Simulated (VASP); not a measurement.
# Ti6O13 (a cell with a defect) in VASP: further runs

The runs below take Ti6O13 (a cell with a defect) through single point, with PBE.

Program: VASP 6.6.1. These are calculated values, not measurements. Logs are shortened: lines on timing, memory, paths and dates and some standing lists are left out, and cuts for length are marked.

## 1. The cell of the first run

The cell holds a defect, 19 atoms: a = 5.565 Å, b = 5.565 Å, c = 7.241 Å, α = 85.36°, β = 97.91°, γ = 64.46°.

## 2. Single point, PBE, collinear spin, zero start

Contents of INCAR:

```
SYSTEM = Ti6O13
ALGO = Normal
EDIFF = 1E-7
ENCUT = 520
GGA = PE
ISIF = 2
ISMEAR = 0
ISPIN = 2
LASPH = .TRUE.
LCHARG = .TRUE.
LELF = .TRUE.
LMAXMIX = 4
LORBIT = 11
LREAL = Auto
LVHAR = .TRUE.
LWAVE = .FALSE.
MAGMOM = 0 0 0 0 0 0 0 0 0 0 0 0 0 0 0 0 0 0 0
NBANDS = 94
NELM = 150
PREC = Accurate
SIGMA = 0.05
```

Contents of KPOINTS:

```
k-points
0
G
  3 3 2
  0 0 0
```

Contents of POSCAR:

```
Ti6O13
1.0
   -2.9684730000     -4.7076070000      0.0000000000
    2.9680560000     -4.7076070000      0.0000000000
    1.4835700000      0.2423530000      7.0834650000
Ti O
6 13
Direct
    0.9012289817      0.5633673348      0.6977750296
    0.0861754660      0.4208872506      0.3324613025
    0.4831606512      0.4866120616      0.0078307721
    0.4073256485      0.0574694707      0.7002255252
    0.5836320939      0.9255103682      0.3298519863
    0.9964730936     -0.0032755650      0.0094970470
    0.8086834531      0.3621448313      0.8745855312
    0.0422781644      0.2499289155      0.5682128732
    0.7280139540      0.6577546448      0.1372541546
    0.2938581048      0.3963509575      0.8161731582
    0.9578326492      0.7347795851      0.4598053354
    0.1922481222      0.6240615707      0.1376926405
    0.2991980649      0.8761096338      0.8793773951
    0.5278741536      0.7593874260      0.5688587436
    0.1998331520      0.1018335738      0.2064112691
    0.7969671923      0.8840189256      0.8191234092
    0.4603749156      0.2323729781      0.4592385224
    0.6869208850      0.1281550705      0.1365622615
    0.6703974240      0.5295643956      0.2951548430
```

Potentials or basis: VASP PAW PBE potentials, release 64 (Ti_sv, O).

Command:

```bash
cat potpaw_PBE.64/Ti_sv/POTCAR potpaw_PBE.64/O/POTCAR > POTCAR
mpirun -np 1 vasp_std > vasp.out
```

OUTCAR:

```text
SYSTEM = Ti6O13
   EDIFF = 1E-7
   ENCUT = 520
   GGA = PE
   ISIF = 2
   ISMEAR = 0
   ISPIN = 2
   LASPH = .TRUE.
   LORBIT = 11
   LREAL = Auto
   NELM = 150
   PREC = Accurate

 ion  position               nearest neighbor table
   1  0.901  0.563  0.698-   7 1.90  14 1.93  16 1.95   8 1.96  10 1.99  11 2.03
   2  0.086  0.421  0.332-  17 1.93  11 1.94  15 1.96   8 1.98  12 2.04   9 2.09  19 2.09
   3  0.483  0.487  0.008-  10 1.86  12 1.89  18 1.90  13 2.03   7 2.05   9 2.13  19 2.27
   4  0.407  0.057  0.700-  14 1.89  13 1.89   8 1.90  16 1.98  10 2.01  17 2.05
   5  0.584  0.926  0.330-  17 1.92  11 1.93  15 1.96  14 2.02  18 2.02  19 2.09   9 2.10
   6  0.996  0.997  0.009-  13 1.93   7 1.94  18 1.95  12 1.95  16 1.96  15 1.98
   7  0.809  0.362  0.875-   1 1.90   6 1.94   3 2.05
   8  0.042  0.250  0.568-   4 1.90   1 1.96   2 1.98
   9  0.728  0.658  0.137-  19 1.44   2 2.09   5 2.10   3 2.13
  10  0.294  0.396  0.816-   3 1.86   1 1.99   4 2.01
  11  0.958  0.735  0.460-   5 1.93   2 1.94   1 2.03
  12  0.192  0.624  0.138-   3 1.89   6 1.95   2 2.04
  13  0.299  0.876  0.879-   4 1.89   6 1.93   3 2.03
  14  0.528  0.759  0.569-   4 1.89   1 1.93   5 2.02
  15  0.200  0.102  0.206-   2 1.96   5 1.96   6 1.98
  16  0.797  0.884  0.819-   1 1.95   6 1.96   4 1.98
  17  0.460  0.232  0.459-   5 1.92   2 1.93   4 2.05
  18  0.687  0.128  0.137-   3 1.90   6 1.95   5 2.02
  19  0.670  0.530  0.295-   9 1.44   5 2.09   2 2.09   3 2.27

  LATTYP: Found a triclinic cell.
 ALAT       =     5.9365290000
 B/A-ratio  =     1.8847555920
 C/A-ratio  =     0.9374421142
 COS(alpha) =     0.0161650498
 COS(beta)  =     0.5333288007
 COS(gamma) =     0.6632848509

  Lattice vectors:

 A1 = (  -5.9365290000,   0.0000000000,   0.0000000000)
 A2 = (  -7.4214320000,  -4.4652540000,   7.0834650000)
 A3 = (  -2.9680560000,   4.7076070000,   0.0000000000)

Analysis of symmetry for initial positions (statically):
=====================================================================
 Subroutine PRICEL returns:
 Original cell was already a primitive cell.

 Routine SETGRP: Setting up the symmetry group for a
 triclinic supercell.

 Subroutine GETGRP returns: Found  1 space group operations
 (whereof  1 operations were pure point group operations)
 out of a pool of  2 trial point group operations.

The static configuration has the point symmetry C_1 .

Analysis of symmetry for dynamics (positions and initial velocities):
=====================================================================
 Subroutine PRICEL returns:
 Original cell was already a primitive cell.

 Routine SETGRP: Setting up the symmetry group for a
 triclinic supercell.

 Subroutine GETGRP returns: Found  1 space group operations
 (whereof  1 operations were pure point group operations)
 out of a pool of  2 trial point group operations.

The dynamic configuration has the point symmetry C_1 .

Analysis of structural, dynamic, and magnetic symmetry:
=====================================================================
 Subroutine PRICEL returns:
 Original cell was already a primitive cell.

 Routine SETGRP: Setting up the symmetry group for a
 triclinic supercell.

 Subroutine GETGRP returns: Found  1 space group operations
 (whereof  1 operations were pure point group operations)
 out of a pool of  2 trial point group operations.

The overall configuration has the point symmetry C_1 .

 Subroutine INISYM returns: Found  1 space group operations
 (whereof  1 operations are pure point group operations),
 and found     1 'primitive' translations

----------------------------------------------------------------------------------------

                                     Primitive cell

  volume of cell :     197.9605

  direct lattice vectors                    reciprocal lattice vectors
    -2.968473000 -4.707607000  0.000000000    -0.168448600 -0.106203614  0.038913731
     2.968056000 -4.707607000  0.000000000     0.168448600 -0.106218536 -0.031645940
[... 88 lines left out ...]
   total plane-waves  NPLWV =  95256
   dimension x,y,z NGX =    42 NGY =   42 NGZ =   54
   dimension x,y,z NGXF=    84 NGYF=   84 NGZF=  108
   ions per type =               6  13
   NGX,Y,Z   is equivalent  to a cutoff of  12.55, 12.55, 12.40 a.u.
   NGXF,Y,Z  is equivalent  to a cutoff of  25.09, 25.09, 24.79 a.u.
 SYSTEM =  Ti6O13
   PREC   = accura    normal or accurate (medium, high low for compatibility)
   ISTART =      0    job   : 0-new  1-cont  2-samecut
   ICHARG =      2    charge: 1-file 2-atom 10-const
   ISPIN  =      2    spin polarized calculation?
   LNONCOLLINEAR =      F non collinear calculations
   LSORBIT =      F    spin-orbit coupling
   LASPH  =      T    aspherical Exc in radial PAW
   ENCUT  =  520.0 eV  38.22 Ry    6.18 a.u.  10.35 10.35 13.46*2*pi/ulx,y,z
   NELM   =    150;   NELMIN=  2; NELMDL= -5     # of ELM steps
   EDIFF  = 0.1E-06   stopping-criterion for ELM
   LREAL  =      T    real-space projection
   EDIFFG = 0.1E-05   stopping-criterion for IOM
   NSW    =      0    number of steps for IOM
   IBRION =     -1    ionic relax: 0-MD 1-quasi-New 2-CG
   NFREE  =      0    steps in history (QN), initial steepest desc. (CG)
   ISIF   =      2    stress and relaxation
   ISYM   =      2    0-nonsym 1-usesym 2-fastsym
   POTIM  = 0.5000    time-step for ionic-motion
   TEBEG  =    0.0;   TEEND  =   0.0 temperature during run
   PSTRESS=    0.0 pullay stress
   NELECT =     150.0000    total number of electrons
   NUPDOWN=      -1.0000    fix difference up-down
   EMIN   =  10.00;   EMAX   =-10.00  energy-range for DOS
   EFERMI =   0.00;   METHOD = LEGACY
   ISMEAR =     0;   SIGMA  =   0.05  broadening in eV -4-tet -1-fermi 0-gaus
   EFERMI_NEDOS =   21; number of points for ismear=-14 and -15
   IALGO  =     38    algorithm
   IMIX   =      4    mixing-type and parameters
     AMIX     =   0.40;   BMIX     =  1.00
     AMIX_MAG =   1.60;   BMIX_MAG =  1.00
  volume/ion in A,a.u.               =      10.42        70.31
  Fermi-wavevector in a.u.,A,eV,Ry     =   1.492493  2.820403 30.307472  2.227536
  Thomas-Fermi vector in A             =   2.605014
   LORBIT       =     11    0 simple, 1 ext, 2 COOP (PROOUT), +10 PAW based schemes
   GGA     = PE    functional components
   LHFCALC =     F    Hartree Fock is set to
   AEXX    =    0.0000 exact exchange contribution
   IVDW    =     0    specifies the selected vdW correction
   LEPSILON=     F    determine dielectric tensor
   LRPA    =     F    only Hartree local field effects (RPA)
 spin polarized calculation
 Gauss-broadening in eV      SIGMA  =   0.05
  energy-cutoff  :      520.00
  volume of cell :      197.96
 maximum number of plane-waves:      5345
 NGX is ok and might be reduce to    42
   NGX = 21   NGY = 21   NGZ = 27

 number of electron     149.9999995 magnetization      -0.0000000

 number of electron     149.9999995 magnetization       0.0000000

 Free energy of the ion-electron system (eV)
  ---------------------------------------------------
  ext. energy  EPLUGINS =         0.00000000
  ---------------------------------------------------
  free energy    TOTEN  =      -163.76504236 eV

  energy without entropy =     -163.76504236  energy(sigma->0) =     -163.76504236

 E-fermi :   4.5320     XC(G=0): -11.2403

 val. band max:        4.2428492682   @ k =  -0.3333   0.3333   0.0000
 cond. band min:       6.6462268681   @ k =   0.0000   0.0000   0.0000
 fundamental gap:      2.4033775998
 Fermi energy:         4.5320274875

 spin component 1

 k-point     1 :       0.0000    0.0000    0.0000
  band No.  band energies     occupation
      1     -52.3128      1.00000
      2     -52.2901      1.00000
      3     -52.2685      1.00000
      4     -52.2407      1.00000
      5     -52.2028      1.00000
      6     -52.1089      1.00000
[... 889 lines left out ...]
     86       7.8419      0.00000
     87       7.9921      0.00000
 Fermi energy:         4.5320274875

 spin component 2

 k-point     1 :       0.0000    0.0000    0.0000
  band No.  band energies     occupation
      1     -52.3128      1.00000
      2     -52.2901      1.00000
      3     -52.2685      1.00000
      4     -52.2407      1.00000
      5     -52.2028      1.00000
      6     -52.1089      1.00000
[... 889 lines left out ...]
     86       7.8419      0.00000
     87       7.9921      0.00000
 [bands above 87 left out]

------------------------ aborting loop because EDIFF is reached ----------------------------------------

  FORCE on cell =-STRESS in cart. coord.  units (eV):
  Direction    XX          YY          ZZ          XY          YZ          ZX
  --------------------------------------------------------------------------------------
  -------------------------------------------------------------------------------------
  Total       10.0894596     11.9030944     13.8032649      0.1438157     -2.2356629     -0.0118919
  in kB       81.6582261     96.3367333    111.7156093      1.1639607    -18.0941574     -0.0962458
  external PRESSURE =      96.5701895 kB  Pullay stress =       0.0000000 kB

 VOLUME and BASIS-vectors are now :
 -----------------------------------------------------------------------------
  energy-cutoff  :      520.00
  volume of cell :      197.96
      direct lattice vectors                 reciprocal lattice vectors
    -2.968473000 -4.707607000  0.000000000    -0.168448600 -0.106203614  0.038913731
     2.968056000 -4.707607000  0.000000000     0.168448600 -0.106218536 -0.031645940
     1.483570000  0.242353000  7.083465000     0.000000000  0.000000000  0.141173846

 POSITION                                       TOTAL-FORCE (eV/Angst)
 -----------------------------------------------------------------------------------
      0.03203     -6.72564      4.94267        -0.017351     -0.045729      0.014798
      1.48664     -2.30648      2.35498        -0.033937     -0.015037     -0.009255
      0.02166     -4.56341      0.05547        -0.009302     -0.042374      0.002800
      0.00027     -2.01837      4.96002         0.019391     -0.039302      0.033398
      1.50383     -7.02451      2.33650         0.010521     -0.019318     -0.012488
      0.01442     -9.38089      0.06727         0.023612     -0.026755      0.007310
[... 11 lines left out ...]
     -1.45614     -3.80396      0.96733        -0.018962      0.043193      0.028550
      0.01960     -5.57742      2.09072         0.011459      0.233559      0.224435
 -----------------------------------------------------------------------------------
    total drift:                                0.012012     -0.020396      0.018694

  FREE ENERGIE OF THE ION-ELECTRON SYSTEM (eV)
  ---------------------------------------------------
  free  energy   TOTEN  =      -163.7650423637 eV

  energy  without entropy=     -163.7650423637  energy(sigma->0) =     -163.76504236

 total charge

# of ion       s       p       d       tot
------------------------------------------
    1        2.224   6.302   1.765  10.291
    2        2.208   6.280   1.788  10.277
    3        2.223   6.292   1.787  10.302
    4        2.230   6.311   1.786  10.327
    5        2.207   6.279   1.787  10.274
    6        2.226   6.308   1.731  10.265
[... 11 lines left out ...]
   18        1.574   3.510   0.000   5.084
   19        1.616   3.336   0.000   4.952
--------------------------------------------------
tot         33.882  82.940  10.643 127.464

 magnetization (x)

# of ion       s       p       d       tot
------------------------------------------
    1        0.000   0.000  -0.000  -0.000
    2        0.000  -0.000   0.000   0.000
    3        0.000   0.000  -0.000  -0.000
    4       -0.000   0.000  -0.000  -0.000
    5       -0.000   0.000   0.000   0.000
    6       -0.000   0.000  -0.000  -0.000
[... 11 lines left out ...]
   18        0.000  -0.000   0.000  -0.000
   19       -0.000  -0.000   0.000  -0.000
--------------------------------------------------
tot          0.000  -0.000   0.000  -0.000
```

Run time: 14 min. Hardware: 1 thread of Intel Xeon Platinum 8488C (Sapphire Rapids), shared host; peak memory 0.5 GiB.

What came out:

```yaml
Free_energy: -163.7650 eV
Pressure: 9.7 GPa
Largest_force: 0.380 eV/Å
Band_gap_on_the_k_mesh: 2.40 eV
Net_moment: 0.00 μB per cell
Valence_electrons_inside_the_program's_atomic_spheres: Ti 10.29, 10.28, 10.30, 10.33, 10.27 (each value once); O 5.08, 5.07, 4.98, 5.05, 5.09, 4.95 (each value once)
```

Forces on the atoms (eV/Å):
```
Ti  -0.017 -0.046  0.015
Ti  -0.034 -0.015 -0.009
Ti  -0.009 -0.042  0.003
Ti   0.019 -0.039  0.033
Ti   0.011 -0.019 -0.012
Ti   0.024 -0.027  0.007
O   -0.001  0.019 -0.002
O    0.020  0.061  0.000
O   -0.013 -0.210 -0.316
O    0.004  0.016 -0.027
O    0.001 -0.051  0.019
O    0.016  0.033  0.023
O   -0.002  0.004  0.007
O   -0.012  0.068 -0.003
O    0.004  0.032 -0.035
O   -0.002 -0.003  0.007
O   -0.001 -0.059  0.037
O   -0.019  0.043  0.029
O    0.011  0.234  0.224
```

Levels at points of the mesh, in eV from the valence-band top:
Spin up:
```
           k point  band 73  band 74  band 75  band 76  band 77  band 78
(0.00, 0.00, 0.00)    -0.44    -0.21    -0.08     2.40     2.68     2.81
(0.00, 0.00, 0.50)    -0.49    -0.44    -0.13     2.60     2.65     2.77
```
Spin down:
```
           k point  band 73  band 74  band 75  band 76  band 77  band 78
(0.00, 0.00, 0.00)    -0.44    -0.21    -0.08     2.40     2.68     2.81
(0.00, 0.00, 0.50)    -0.49    -0.44    -0.13     2.60     2.65     2.77
```

Caveat: the k points lie up to 0.44 Å⁻¹ apart.

## 3. Single point, PBE, collinear spin, zero start

Contents of INCAR:

```
SYSTEM = Ti6O13
PREC = Accurate
ENCUT = 520
EDIFF = 1E-6
ISMEAR = 0
SIGMA = 0.05
LREAL = Auto
LASPH = .True.
NELM = 150
ALGO = Normal
ISIF = 2
LWAVE = .False.
LCHARG = .False.
ISPIN = 2
MAGMOM = 0 0 0 0 0 0 0 0 0 0 0 0 0 0 0 0 0 0 0
LORBIT = 11
LMAXMIX = 4
GGA = PE
NBANDS = 94
```

Contents of KPOINTS:

```
Automatic mesh
0
Gamma
  3 3 2
  0 0 0
```

Contents of POSCAR:

```
Ti6O13
1.0
   -2.9684730000     -4.7076070000      0.0000000000
    2.9680560000     -4.7076070000      0.0000000000
    1.4835700000      0.2423530000      7.0834650000
Ti O
6 13
Direct
    0.8795510514      0.5656160819      0.6640929263
    0.1332101834      0.4164128991      0.3354341413
    0.4931407971      0.4863850470     -0.0126727527
    0.4196860394      0.0752869125      0.7168309577
    0.5709753445      0.9165291612      0.3217192433
    0.9932672473     -0.0124540476      0.0057316582
    0.7998753202      0.3686654855      0.8693883573
    0.0568422045      0.2466376749      0.5583013398
    0.7215279270      0.5762397070      0.1925662088
    0.2704625618      0.4220689056      0.8036045918
    0.9578324771      0.7364059154      0.4527961951
    0.1888930311      0.6239806933      0.1303141895
    0.3192787906      0.8801323361      0.8905035883
    0.4999777932      0.7918180191      0.5774923713
    0.1964259682      0.1118805522      0.2004222510
    0.8090242241      0.8855886529      0.8074562379
    0.4811588163      0.2234325548      0.4607835290
    0.6766292687      0.1187377585      0.1219641800
    0.6036148734      0.5687666514      0.3659970085
```

Potentials or basis: VASP PAW PBE potentials, release 64 (Ti_sv, O).

Command:

```bash
cat potpaw_PBE.64/Ti_sv/POTCAR potpaw_PBE.64/O/POTCAR > POTCAR
mpirun -np 1 vasp_std > vasp.out
```

Run time: 12 min. Hardware: 1 thread of Intel Xeon Platinum 8488C (Sapphire Rapids), shared host; peak memory 0.49 GiB.

Results (log left out):

```
Free energy                                           : -162.9421 eV
Pressure                                              : 11.4 GPa
Largest force                                         : 1.558 eV/Å
Band gap on the k mesh                                : 2.28 eV
Net moment                                            : 0.00 μB per cell
Valence electrons inside the program's atomic spheres : Ti 10.29, 10.35, 10.30, 10.36, 10.37, 10.25; O 5.08, 5.07, 4.99, 5.09, 5.06, 4.91 (each value once)
```

Forces on the atoms (eV/Å):
```
Ti   0.058 -0.032  0.075
Ti   0.122 -0.033  0.022
Ti   0.034  0.311 -0.218
Ti  -0.160  0.144  0.005
Ti   0.222 -0.170  0.205
Ti   0.059 -0.064  0.124
O    0.058 -0.072  0.075
O    0.056  0.081  0.087
O   -0.062  0.086  0.054
O    0.018 -0.002  0.007
O    0.006 -0.176  0.060
O    0.086  0.193 -0.012
O    0.009 -0.014  0.179
O   -0.151  0.133  0.400
O    0.075  0.004  0.103
O   -0.037 -0.088  0.047
O    0.050 -0.132  0.205
O    0.028  0.065  0.050
O   -0.472 -0.233 -1.466
```

Stress tensor (GPa, compression positive):
```
13.20 -1.10  1.36
-1.10  9.73 -2.54
 1.36 -2.54 11.25
```

Levels at points of the mesh, in eV from the valence-band top:
Spin up:
```csv
k point,band 71,band 72,band 73,band 74,band 75,band 76,band 77,band 78,band 79,band 80
"(0.00, 0.00, 0.00)",-0.70,-0.63,-0.49,-0.23,-0.06,2.28,2.54,2.59,2.70,2.90
"(0.00, 0.00, 0.50)",-0.75,-0.66,-0.55,-0.31,0.00,2.39,2.51,2.61,2.84,2.88
```
Spin down:
```csv
k point,band 73,band 74,band 75,band 76,band 77,band 78
"(0.00, 0.00, 0.00)",-0.49,-0.23,-0.06,2.28,2.54,2.59
"(0.00, 0.00, 0.50)",-0.55,-0.31,0.00,2.39,2.51,2.61
```

Caveat: the k points lie up to 0.44 Å⁻¹ apart.
